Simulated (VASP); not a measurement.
Input of a VASP 6.6.1 run:

Contents of INCAR:

```
SYSTEM = RbCl
  ALGO = Normal
  EDIFF = 1E-7
  EDIFFG = -0.002
  ENCUT = 500
  GGA = PS
  GGA_COMPAT = .False.
  IBRION = 2
  ISIF = 3
  ISMEAR = 0
  LASPH = .True.
  LCHARG = .False.
  LREAL = .False.
  LWAVE = .False.
  NELM = 120
  NELMIN = 4
  NSW = 100
  PREC = Accurate
  PSTRESS = 150.0
  SIGMA = 0.01
```

File KPOINTS:

```
k-points
0
Gamma
  6 6 6
  0 0 0
```

The input POSCAR:

```
RbCl
1.0
    0.0000000000      3.2740000000      3.2740000000
    3.2740000000      0.0000000000      3.2740000000
    3.2740000000      3.2740000000      0.0000000000
Rb Cl
1 1
Direct
    0.0000000000      0.0000000000      0.0000000000
    0.5000000000      0.5000000000      0.5000000000
```

Potentials or basis: VASP PAW PBE potentials, release 64 (Rb_sv, Cl).

Command:

```sh
$ cat potpaw_PBE.64/Rb_sv/POTCAR potpaw_PBE.64/Cl/POTCAR > POTCAR
$ mpirun -np 1 vasp_std > vasp.out
```

(1) Estimate the relaxed cell.

(2) What does it give for the band gap on the k mesh?

Answers

(1) a = 4.108 Å, b = 4.108 Å, c = 4.108 Å, α = 60.00°, β = 60.00°, γ = 60.00°.

(2) 5.29 eV, direct.

Caveat: the cell is relaxed towards a set pressure, so the enthalpy falls and the energy may rise.
